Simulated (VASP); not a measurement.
# Rb (I4_1/amd) in VASP: settings compared

Rb is run at these levels: LDA, PBE; tasks: single point.

Program: VASP 6.6.1. These are calculated values, not measurements. Logs are shortened: lines on timing, memory, paths and dates and some standing lists are left out, and cuts for length are marked.

## 1. The cell of the first run

It takes space group I4_1/amd (No. 141, tetragonal). Conventional cell: a = 4.606 Å, b = 4.606 Å, c = 16.436 Å, α = 90.00°, β = 90.00°, γ = 90.00°.

## 2. Single point, LDA (strained)

INCAR reads:

```
SYSTEM = Rb
  PREC = Accurate
  ENCUT = 520
  EDIFF = 1E-7
  ISMEAR = 0
  SIGMA = 0.1
  LREAL = .False.
  LASPH = .True.
  NELM = 100
  ALGO = Fast
  ISIF = 2
  LWAVE = .False.
  LCHARG = .False.
  GGA = CA
  NBANDS = 16
```

KPOINTS reads:

```
Automatic mesh
0
Gamma
  12 12 12
  0 0 0
```

POSCAR reads:

```
Rb
1.0
   -2.3031696524      2.3031696524      8.2181351190
    2.3031696524     -2.3031696524      8.2181351190
    2.3031696524      2.3031696524     -8.2181351190
Rb
2
Direct
    0.2500000000      0.7500000000      0.5000000000
    0.5000000000      0.5000000000      0.0000000000
```

Potentials or basis: VASP PAW LDA potentials, release 64 (Rb_sv).

Started as:

```console
$ cat potpaw_LDA.64/Rb_sv/POTCAR > POTCAR
$ mpirun -np 1 vasp_std > vasp.out
```

OUTCAR:

```text
SYSTEM = Rb
   PREC = Accurate
   ENCUT = 520
   EDIFF = 1E-7
   ISMEAR = 0
   LREAL = .False.
   LASPH = .True.
   NELM = 100
   ISIF = 2
   GGA = CA

 ion  position               nearest neighbor table
   1  0.250  0.750  0.500-   2 4.71   2 4.71   2 4.71   2 4.71
   2  0.500  0.500  0.000-   1 4.71   1 4.71   1 4.71   1 4.71

  LATTYP: Found a body centered tetragonal cell.
 ALAT       =     4.6063393048
 C/A-ratio  =     3.5681848753

  Lattice vectors:

 A1 = (  -2.3031696524,   2.3031696524,   8.2181351190)
 A2 = (   2.3031696524,  -2.3031696524,   8.2181351190)
 A3 = (   2.3031696524,   2.3031696524,  -8.2181351190)

Analysis of symmetry for initial positions (statically):
=====================================================================
 Subroutine PRICEL returns:
 Original cell was already a primitive cell.

 Routine SETGRP: Setting up the symmetry group for a
 body centered tetragonal supercell.

 Subroutine GETGRP returns: Found 16 space group operations
 (whereof  8 operations were pure point group operations)
 out of a pool of 16 trial point group operations.

The static configuration has the point symmetry D_2d.
 The point group associated with its full space group is D_4h.

Analysis of symmetry for dynamics (positions and initial velocities):
=====================================================================
 Subroutine PRICEL returns:
 Original cell was already a primitive cell.

 Routine SETGRP: Setting up the symmetry group for a
 body centered tetragonal supercell.

 Subroutine GETGRP returns: Found 16 space group operations
 (whereof  8 operations were pure point group operations)
 out of a pool of 16 trial point group operations.

The dynamic configuration has the point symmetry D_2d.
 The point group associated with its full space group is D_4h.

 Subroutine INISYM returns: Found 16 space group operations
 (whereof  8 operations are pure point group operations),
 and found     1 'primitive' translations

----------------------------------------------------------------------------------------

                                     Primitive cell

  volume of cell :     174.3754

  direct lattice vectors                    reciprocal lattice vectors
    -2.303169652  2.303169652  8.218135119     0.000000000  0.217092128  0.060841054
     2.303169652 -2.303169652  8.218135119     0.217092128  0.000000000  0.060841054
     2.303169652  2.303169652 -8.218135119     0.217092128  0.217092128  0.000000000

  length of vectors
     8.840074984  8.840074984  8.840074984     0.225456483  0.225456483  0.307014631

  position of ions in fractional coordinates (direct lattice)
     0.250000000  0.750000000  0.500000000
     0.500000000  0.500000000  0.000000000

  ion indices of the primitive-cell ions
   primitive index   ion index
                 1           1
                 2           2

----------------------------------------------------------------------------------------

 KPOINTS: Automatic mesh

Automatic generation of k-mesh.
 Grid dimensions read from file:
 generate k-points for:   12   12   12

 Generating k-lattice:

  Cartesian coordinates                     Fractional coordinates (reciprocal lattice)
     0.000000000  0.018091011  0.005070088     0.083333333 -0.000000000  0.000000000
     0.018091011  0.000000000  0.005070088    -0.000000000  0.083333333  0.000000000
     0.018091011  0.018091011  0.000000000     0.000000000  0.000000000  0.083333333

  Length of vectors
     0.018788040  0.018788040  0.025584553

  Shift w.r.t. Gamma in fractional coordinates (k-lattice)
     0.000000000  0.000000000  0.000000000

 Subroutine IBZKPT returns following result:
 ===========================================

 Found    163 irreducible k-points:

 Following reciprocal coordinates:
            Coordinates               Weight
  0.000000  0.000000  0.000000      1.000000
  0.083333  0.000000  0.000000      8.000000
  0.166667  0.000000  0.000000      8.000000
  0.250000 -0.000000  0.000000      8.000000
  0.333333  0.000000 -0.000000      8.000000
  0.416667  0.000000 -0.000000      8.000000
[... 16 lines left out ...]
  0.500000  0.166667  0.000000     16.000000
 -0.416667  0.166667  0.000000     16.000000
 [... further k-points ...]
   k-points           NKPTS =    163   k-points in BZ     NKDIM =    163   number of bands    NBANDS=     16
   number of dos      NEDOS =    301   number of ions     NIONS =      2
   total plane-waves  NPLWV = 343000
   dimension x,y,z NGX =    70 NGY =   70 NGZ =   70
   dimension x,y,z NGXF=   140 NGYF=  140 NGZF=  140
   ions per type =               2
   NGX,Y,Z   is equivalent  to a cutoff of  13.16, 13.16, 13.16 a.u.
   NGXF,Y,Z  is equivalent  to a cutoff of  26.33, 26.33, 26.33 a.u.
 SYSTEM =  Rb
   PREC   = accura    normal or accurate (medium, high low for compatibility)
   ISTART =      0    job   : 0-new  1-cont  2-samecut
   ICHARG =      2    charge: 1-file 2-atom 10-const
   ISPIN  =      1    spin polarized calculation?
   LNONCOLLINEAR =      F non collinear calculations
   LSORBIT =      F    spin-orbit coupling
   LASPH  =      T    aspherical Exc in radial PAW
   ENCUT  =  520.0 eV  38.22 Ry    6.18 a.u.  16.44 16.44 16.44*2*pi/ulx,y,z
   NELM   =    100;   NELMIN=  2; NELMDL= -5     # of ELM steps
   EDIFF  = 0.1E-06   stopping-criterion for ELM
   LREAL  =      F    real-space projection
   EDIFFG = 0.1E-05   stopping-criterion for IOM
   NSW    =      0    number of steps for IOM
   IBRION =     -1    ionic relax: 0-MD 1-quasi-New 2-CG
   NFREE  =      0    steps in history (QN), initial steepest desc. (CG)
   ISIF   =      2    stress and relaxation
   ISYM   =      2    0-nonsym 1-usesym 2-fastsym
   POTIM  = 0.5000    time-step for ionic-motion
   TEBEG  =    0.0;   TEEND  =   0.0 temperature during run
   PSTRESS=    0.0 pullay stress
   NELECT =      18.0000    total number of electrons
   NUPDOWN=      -1.0000    fix difference up-down
   EMIN   =  10.00;   EMAX   =-10.00  energy-range for DOS
   EFERMI =   0.00;   METHOD = LEGACY
   ISMEAR =     0;   SIGMA  =   0.10  broadening in eV -4-tet -1-fermi 0-gaus
   EFERMI_NEDOS =   21; number of points for ismear=-14 and -15
   IALGO  =     68    algorithm
   IMIX   =      4    mixing-type and parameters
     AMIX     =   0.40;   BMIX     =  1.00
     AMIX_MAG =   1.60;   BMIX_MAG =  1.00
  volume/ion in A,a.u.               =      87.19       588.37
  Fermi-wavevector in a.u.,A,eV,Ry     =   0.767958  1.451230  8.024158  0.589759
  Thomas-Fermi vector in A             =   1.868627
   LORBIT       =      0    0 simple, 1 ext, 2 COOP (PROOUT), +10 PAW based schemes
   GGA     = CA    functional components
   LHFCALC =     F    Hartree Fock is set to
   AEXX    =    0.0000 exact exchange contribution
   IVDW    =     0    specifies the selected vdW correction
   LEPSILON=     F    determine dielectric tensor
   LRPA    =     F    only Hartree local field effects (RPA)
 non-spin polarized calculation
 RMM-DIIS sequential band-by-band and
 Gauss-broadening in eV      SIGMA  =   0.10
  energy-cutoff  :      520.00
  volume of cell :      174.38
 maximum number of plane-waves:      4726
 NGX is ok and might be reduce to    70
   NGX = 33   NGY = 33   NGZ = 33

 number of electron      18.0000000 magnetization

 Free energy of the ion-electron system (eV)
  ---------------------------------------------------
  ext. energy  EPLUGINS =         0.00000000
  ---------------------------------------------------
  free energy    TOTEN  =        -2.00334582 eV

  energy without entropy =       -1.99557284  energy(sigma->0) =       -1.99945933

 E-fermi :  -0.1117     XC(G=0):  -5.7738

 val. band max:       -0.1198739127   @ k =   0.3333   0.1667   0.0833
 cond. band min:      -0.1090500551   @ k =   0.3333   0.3333  -0.0000
 fundamental gap:      0.0108238576
 Fermi energy:        -0.1117008231

 k-point     1 :       0.0000    0.0000    0.0000
  band No.  band energies     occupation
      1     -28.9475      2.00000
      2     -28.9405      2.00000
      3     -13.1785      2.00000
      4     -13.0405      2.00000
      5     -13.0405      2.00000
      6     -13.0327      2.00000
[... 8 lines left out ...]
     15       4.2347      0.00000
     16       4.2500      0.00000

 k-point     2 :       0.0833    0.0000    0.0000
  band No.  band energies     occupation
      1     -28.9471      2.00000
      2     -28.9403      2.00000
      3     -13.1759      2.00000
      4     -13.0505      2.00000
      5     -13.0412      2.00000
      6     -13.0402      2.00000
[... 8 lines left out ...]
     15       3.9564      0.00000
     16       4.2048      0.00000

 k-point     3 :       0.1667    0.0000    0.0000
  band No.  band energies     occupation
      1     -28.9460      2.00000
      2     -28.9397      2.00000
      3     -13.1687      2.00000
      4     -13.0752      2.00000
      5     -13.0638      2.00000
      6     -13.0392      2.00000
[... 8 lines left out ...]
     15       3.5848      0.00000
     16       4.1621      0.00000

 k-point     4 :       0.2500   -0.0000    0.0000
  band No.  band energies     occupation
      1     -28.9444      2.00000
      2     -28.9389      2.00000
      3     -13.1597      2.00000
      4     -13.1080      2.00000
      5     -13.0921      2.00000
      6     -13.0375      2.00000
[... 8 lines left out ...]
     15       3.4546      0.00000
     16       4.1541      0.00000
[... 324 lines left out ...]
 k-point    22 :       0.4167    0.1667   -0.0000
  band No.  band energies     occupation
      1     -28.9399      2.00000
      2     -28.9370      2.00000
      3     -13.1629      2.00000
      4     -13.1570      2.00000
      5     -13.1061      2.00000
      6     -13.0707      2.00000
[... 8 lines left out ...]
     15       3.1639      0.00000
     16       3.6442      0.00000

 k-point    23 :       0.5000    0.1667    0.0000
  band No.  band energies     occupation
      1     -28.9397      2.00000
      2     -28.9367      2.00000
      3     -13.1714      2.00000
      4     -13.1630      2.00000
      5     -13.1079      2.00000
      6     -13.0693      2.00000
[... 8 lines left out ...]
     15       3.1716      0.00000
     16       3.6440      0.00000

 k-point    24 :      -0.4167    0.1667    0.0000
  band No.  band energies     occupation
      1     -28.9403      2.00000
      2     -28.9366      2.00000
      3     -13.1652      2.00000
      4     -13.1549      2.00000
      5     -13.1136      2.00000
      6     -13.0681      2.00000
[... 8 lines left out ...]
     15       3.1603      0.00000
     16       3.4952      0.00000

 [... further k-points ...]
[... 5 lines left out ...]
  --------------------------------------------------------------------------------------
  -------------------------------------------------------------------------------------
  Total       -0.2063902     -0.2063902     -0.1823570      0.0000000      0.0000000      0.0000000
  in kB       -1.8963331     -1.8963331     -1.6755135      0.0000000      0.0000000      0.0000000
  external PRESSURE =      -1.8227266 kB  Pullay stress =       0.0000000 kB

 VOLUME and BASIS-vectors are now :
 -----------------------------------------------------------------------------
  energy-cutoff  :      520.00
  volume of cell :      174.38
      direct lattice vectors                 reciprocal lattice vectors
    -2.303169652  2.303169652  8.218135119     0.000000000  0.217092128  0.060841054
     2.303169652 -2.303169652  8.218135119     0.217092128  0.000000000  0.060841054
     2.303169652  2.303169652 -8.218135119     0.217092128  0.217092128  0.000000000

 POSITION                                       TOTAL-FORCE (eV/Angst)
 -----------------------------------------------------------------------------------
      2.30317     -0.00000      4.10907        -0.000000      0.000000     -0.000000
      0.00000      0.00000      8.21814         0.000000     -0.000000      0.000000
 -----------------------------------------------------------------------------------
    total drift:                                0.000000      0.000000     -0.000000

  FREE ENERGIE OF THE ION-ELECTRON SYSTEM (eV)
  ---------------------------------------------------
  free  energy   TOTEN  =        -2.0033458226 eV

  energy  without entropy=       -1.9955728370  energy(sigma->0) =       -1.99945933
```

It took 18 min on 1 thread of Intel Xeon 6975P-C (Granite Rapids), shared host; peak memory 0.7 GiB.

What came out:

- Free energy: -2.0033 eV
- Pressure: -0.2 GPa
- Band gap on the k mesh: zero (bands 9 and 10 overlap by 2.36 eV)

Levels at points of the mesh, in eV from the Fermi level:
```tsv
k point	band 7	band 8	band 9	band 10	band 11	band 12
(0.00, 0.00, 0.00)	-12.92	-12.91	-2.03	0.07	0.72	2.50
(0.50, 0.00, 0.00)	-12.92	-12.91	-0.15	0.34	0.74	1.32
(0.50, 0.50, 0.00)	-12.95	-12.95	1.01	1.01	1.67	1.67
(0.50, 0.50, 0.50)	-12.91	-12.91	-1.34	-1.34	1.99	1.99
```

Caveat: the cell differs from its parent crystal (strained).

## 3. Single point, PBE (strained)

INCAR reads:

```
PREC     = Accurate       # precision mode
ENCUT    = 520            # plane-wave cutoff, eV
EDIFF    = 1E-6           # SCF threshold, eV
ISMEAR   = 0              # smearing method
SIGMA    = 0.1            # smearing width, eV
LREAL    = False          # projectors in reciprocal space
LASPH    = True           # aspherical terms in the spheres
NELM     = 100            # most SCF steps
ALGO     = Fast           # electronic algorithm
ISIF     = 2              # what is computed and relaxed
LWAVE    = False          # write WAVECAR
LCHARG   = False          # write CHGCAR
GGA      = PE             # functional
NBANDS   = 16             # bands
```

KPOINTS reads:

```
Automatic mesh
0
Gamma
  12 12 12
```

POSCAR reads:

```
Rb
1.0
   -2.2955331010      2.2955331010      8.7002066315
    2.2955331010     -2.2955331010      8.7002066315
    2.2955331010      2.2955331010     -8.7002066315
Rb
2
Direct
    0.2500000000      0.7500000000      0.5000000000
    0.5000000000      0.5000000000      0.0000000000
```

Potentials or basis: VASP PAW PBE potentials, release 64 (Rb_sv).

Started as:

```console
$ cat potpaw_PBE.64/Rb_sv/POTCAR > POTCAR
$ mpirun -np 1 vasp_std > vasp.out
```

It took 14 min on 1 thread of Intel Xeon 6975P-C (Granite Rapids), shared host; peak memory 0.92 GiB.

It converged, with:

| Item | Value |
| --- | --- |
| Free energy | -1.7588 eV |
| Pressure | 0.1 GPa |
| Band gap on the k mesh | zero (bands 9 and 10 overlap by 2.37 eV) |

Stress tensor (GPa, compression positive):
```
 0.18  0.00  0.00
 0.00  0.18  0.00
 0.00  0.00 -0.04
```

Levels at points of the mesh, in eV from the Fermi level:
| k point | band 6 | band 7 | band 8 | band 9 | band 10 | band 11 | band 12 | band 13 |
| --- | --- | --- | --- | --- | --- | --- | --- | --- |
| (0.00, 0.00, 0.00) | -13.03 | -13.03 | -13.03 | -1.96 | -0.04 | 0.45 | 2.59 | 2.60 |
| (0.50, 0.00, 0.00) | -13.04 | -13.02 | -13.01 | -0.04 | 0.31 | 0.72 | 1.21 | 2.01 |
| (0.50, 0.50, 0.00) | -13.14 | -13.05 | -13.05 | 1.01 | 1.01 | 1.80 | 1.80 | 2.46 |
| (0.50, 0.50, 0.50) | -13.03 | -13.02 | -13.02 | -1.36 | -1.36 | 1.92 | 1.92 | 2.70 |

Caveat: the cell differs from its parent crystal (strained).

## 4. Single point, PBE (strained)

INCAR reads:

```
PREC = Accurate ; ENCUT = 520
EDIFF = 1E-7 ; ISMEAR = 0
SIGMA = 0.1 ; LREAL = F
LASPH = T ; NELM = 100
ALGO = Fast ; ISIF = 2
LWAVE = F ; LCHARG = T
GGA = PE ; LELF = T
LVHAR = T ; NBANDS = 16
```

KPOINTS is that of step 3.

POSCAR reads:

```
Rb
1.0
   -2.3082368969      2.3082368969      9.0001961939
    2.3082368969     -2.3082368969      9.0001961939
    2.3082368969      2.3082368969     -9.0001961939
Rb
2
Direct
    0.2500000000      0.7500000000      0.5000000000
    0.5000000000      0.5000000000      0.0000000000
```

Started as:

```console
$ cat potpaw_PBE.64/Rb_sv/POTCAR > POTCAR
$ mpirun -np 1 vasp_std > vasp.out
```

Run time: 21 min. Hardware: 1 thread of Intel Xeon 6975P-C (Granite Rapids), shared host; peak memory 0.92 GiB.

Results (log left out):

| Quantity | Value |
| --- | --- |
| Free energy | -1.7556 eV |
| Pressure | 0.0 GPa |
| Band gap on the k mesh | zero (bands 9 and 10 overlap by 2.40 eV) |

Stress tensor (GPa, compression positive):
```
 0.10  0.00  0.00
 0.00  0.10  0.00
 0.00  0.00 -0.21
```

Levels at points of the mesh, in eV from the Fermi level:
| k point | band 5 | band 6 | band 7 | band 8 | band 9 | band 10 | band 11 | band 12 | band 13 | band 14 |
| --- | --- | --- | --- | --- | --- | --- | --- | --- | --- | --- |
| (0.00, 0.00, 0.00) | -13.05 | -13.05 | -13.05 | -13.05 | -1.91 | -0.12 | 0.37 | 2.59 | 2.60 | 2.81 |
| (0.50, 0.00, 0.00) | -13.10 | -13.07 | -13.05 | -13.04 | -0.01 | 0.33 | 0.72 | 1.17 | 1.95 | 2.89 |
| (0.50, 0.50, 0.00) | -13.16 | -13.16 | -13.07 | -13.07 | 1.05 | 1.05 | 1.82 | 1.82 | 2.44 | 2.44 |
| (0.50, 0.50, 0.50) | -13.06 | -13.06 | -13.05 | -13.05 | -1.35 | -1.35 | 1.83 | 1.83 | 2.65 | 2.65 |

Caveat: the cell differs from its parent crystal (strained).

## 5. Single point, PBE (strained)

INCAR reads:

```
PREC = Accurate
ENCUT = 520
EDIFF = 1E-6
ISMEAR = 0
SIGMA = 0.1
LREAL = False
LASPH = True
NELM = 100
ALGO = Fast
ISIF = 2
LWAVE = False
LCHARG = True
GGA = PE
LELF = True
LVHAR = True
NBANDS = 16
```

KPOINTS is that of step 4.

POSCAR reads:

```
Rb
1.0
   -2.3680684451      2.3680684451      8.7043660793
    2.3680684451     -2.3680684451      8.7043660793
    2.3680684451      2.3680684451     -8.7043660793
Rb
2
Direct
    0.2500000000      0.7500000000      0.5000000000
    0.5000000000      0.5000000000      0.0000000000
```

Started as:

```console
$ cat potpaw_PBE.64/Rb_sv/POTCAR > POTCAR
$ mpirun -np 1 vasp_std > vasp.out
```

Run time: 14 min. Hardware: 1 thread of Intel Xeon 6975P-C (Granite Rapids), shared host; peak memory 0.94 GiB.

It converged, with:

| Item | Value |
| --- | --- |
| Free energy | -1.7643 eV |
| Pressure | 0.0 GPa |
| Band gap on the k mesh | zero (bands 9 and 10 overlap by 2.33 eV) |

Stress tensor (GPa, compression positive):
```
-0.02  0.00  0.00
 0.00 -0.02  0.00
 0.00  0.00 -0.10
```

Levels at points of the mesh, in eV from the Fermi level:
```csv
k point,band 5,band 6,band 7,band 8,band 9,band 10,band 11,band 12,band 13,band 14
"(0.00, 0.00, 0.00)",-13.06,-13.05,-13.05,-13.05,-1.88,0.05,0.50,2.57,2.58,3.00
"(0.50, 0.00, 0.00)",-13.10,-13.06,-13.05,-13.04,-0.07,0.28,0.75,1.17,2.00,3.03
"(0.50, 0.50, 0.00)",-13.13,-13.13,-13.07,-13.07,1.05,1.05,1.68,1.68,2.40,2.40
"(0.50, 0.50, 0.50)",-13.06,-13.06,-13.05,-13.05,-1.28,-1.28,1.97,1.97,2.71,2.71
```

Caveat: the cell differs from its parent crystal (strained).

## 6. Summary

```tsv
level	potentials or basis	cell	further INCAR settings	gap on the mesh (eV)	pressure (GPa)
LDA	VASP PAW LDA potentials, release 64 (Rb_sv)	a = 8.840 Å, angles 149.8, 149.8, 43.2°, 2 atoms	ALGO = Fast; EDIFF = 1e-07; NBANDS = 16	none	-0.2
PBE	VASP PAW PBE potentials, release 64 (Rb_sv)	a = 9.286 Å, angles 151.4, 151.4, 40.9°, 2 atoms	ALGO = Fast; EDIFF = 1e-06; NBANDS = 16	none	0.1
PBE	VASP PAW PBE potentials, release 64 (Rb_sv)	a = 9.574 Å, angles 152.1, 152.1, 39.9°, 2 atoms	ALGO = Fast; EDIFF = 1e-07; NBANDS = 16	none	0.0
PBE	VASP PAW PBE potentials, release 64 (Rb_sv)	a = 9.326 Å, angles 150.6, 150.6, 42.1°, 2 atoms	ALGO = Fast; EDIFF = 1e-06; NBANDS = 16	none	0.0
```

Alike in all rows: task single point; no spin polarisation; k mesh 12 × 12 × 12; cutoff (eV) 520; smearing gaussian 0.1 eV.

Absolute energies hang on the potentials; compare differences alone.

The gap in the log of VASP goes by the Fermi energy; the results here count the filled bands.